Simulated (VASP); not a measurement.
A run of VASP 6.6.1 is set up as follows.

POSCAR

```
HfGe
1.0
    3.5008378700      0.0000000000      0.0000000000
    0.0000000000      3.5008378700      0.0000000000
    0.0000000000      0.0000000000      3.5008378700
Hf Ge
1 1
Direct
    0.0000000000      0.0000000000      0.0000000000
    0.5000000000      0.5000000000      0.5000000000
```

File INCAR.step1:

```
PREC = Accurate ; ENCUT = 600
EDIFF = 1E-5 ; ISMEAR = -1
SIGMA = 0.05 ; LREAL = False
LASPH = True ; NELM = 100
ALGO = Normal ; LWAVE = True
LCHARG = False ; GGA = PE
NBANDS = 19
```

File INCAR.step2:

```
PREC = Accurate ; ENCUT = 600
EDIFF = 1E-6 ; ISMEAR = -1
SIGMA = 0.05 ; LREAL = False
LASPH = True ; NELM = 100
ALGO = Normal ; ISIF = 3
LWAVE = False ; LCHARG = False
GGA = PS ; LHFCALC = True
AEXX = 0.25 ; PRECFOCK = Normal
IBRION = 2 ; NSW = 60
EDIFFG = -0.01 ; ISTART = 1
```

Contents of KPOINTS:

```
regular mesh
0
Gamma
  4 4 4
```

Potentials or basis: VASP PAW PBE potentials, release 64 (Hf_pv, Ge_d).

The run is started by

```sh
$ cat potpaw_PBE.64/Hf_pv/POTCAR potpaw_PBE.64/Ge_d/POTCAR > POTCAR
$ cp INCAR.step1 INCAR
$ mpirun -np 1 vasp_std > vasp.out
$ cp INCAR.step2 INCAR
$ mpirun -np 1 vasp_std > vasp.out
```

Problem. What does it give for the band gap on the k mesh?

Solution. Zero (bands 12 and 13 overlap by 3.30 eV).

Problem. Estimate the relaxed cell.

Solution. a = 3.314 Å, b = 3.314 Å, c = 3.314 Å, α = 90.00°, β = 90.00°, γ = 90.00°.

Problem. Estimate the space group after relaxing (to 0.1 Å).

Solution. Pm-3m (No. 221).

Final structure:
```yaml
crystal:
  lattice:
    - [3.31365, 0.00000, 0.00000]
    - [0.00000, 3.31365, 0.00000]
    - [0.00000, 0.00000, 3.31365]
  atoms:
    - { symbol: Hf, position: [0.00000, 0.00000, 0.00000] }
    - { symbol: Ge, position: [0.50000, 0.50000, 0.50000] }
```

Caveat: the k points lie up to 0.47 Å⁻¹ apart in the final cell, too coarse for converged energies and pressures of a metal; spin-orbit coupling is left out, which moves the levels of the heavy elements.
